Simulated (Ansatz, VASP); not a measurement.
# One calculation of Cu, two programs

INCAR

```
SYSTEM = Cu
PREC = Accurate
ENCUT = 520
EDIFF = 1E-6
ISMEAR = 0
SIGMA = 0.15
LREAL = .FALSE.
LASPH = .TRUE.
NELM = 80
ALGO = Fast
ISIF = 2
LWAVE = .FALSE.
LCHARG = .FALSE.
GGA = CA
NBANDS = 12
```

The input KPOINTS:

```
regular mesh
0
G
  22 22 22
  0 0 0
```

The input POSCAR:

```
Cu
1.0
   -1.4452500000      1.4452500000      1.3578500000
    1.4452500000     -1.4452500000      1.3578500000
    1.4452500000      1.4452500000     -1.3578500000
Cu
1
Direct
    0.0000000000      0.0000000000      0.0000000000
```

Input for Ansatz:

```yaml
crystal:
  lattice:
    - [-1.44525, 1.44525, 1.35785]
    - [1.44525, -1.44525, 1.35785]
    - [1.44525, 1.44525, -1.35785]
  atoms:
    - { symbol: Cu, position: [0.0, 0.0, 0.0] }
basis:
  ecutwfc: 520.0
kpoints:
  mp_grid: { grid: [22, 22, 22] }
hamiltonian:
  xc: lda
  pseudopotentials: { kind: paw, azcp: { folder: soft_1 } }
scf:
  occupations: { method: gaussian, width: 0.15 }
output:
  forces: true
  stress: true
  eigenvalues: true
  write_density: true
  write_potential: true
  elf: true
  volumetric_format: npy
```

Alike in both runs: task single point; functional LDA; k mesh 22 × 22 × 22; occupations gaussian, width 0.15 eV; no spin polarisation.

```csv
,VASP,Ansatz
version,VASP 6.6.1,Ansatz 0.2.0
potentials or method,"VASP PAW LDA potentials, release 64 (Cu), cutoff 520 eV","scalar-relativistic, plane waves, PAW"
valence electrons in the cell,11,19
```

|  | VASP | Ansatz | Ansatz less VASP |
| --- | --- | --- | --- |
| gap on the k mesh at the Fermi level (eV) | none | none | - |
| pressure (GPa) | -5.3 | -6.3 | -1.06 |
| traceless stress, the component that is largest in VASP (GPa) | -0.06 | -0.06 | +0.004 |

Ansatz warns that its potentials were made for another functional, while VASP's fit it. LDA's correlation is that of Perdew and Zunger in VASP and of Perdew and Wang (1992) in Ansatz. A gap of «none» marks a metal or a gap that the smearing closes. VASP's potentials hold 11 valence electrons a cell and Ansatz's 19, so a difference there can come from the potentials and not from the codes.
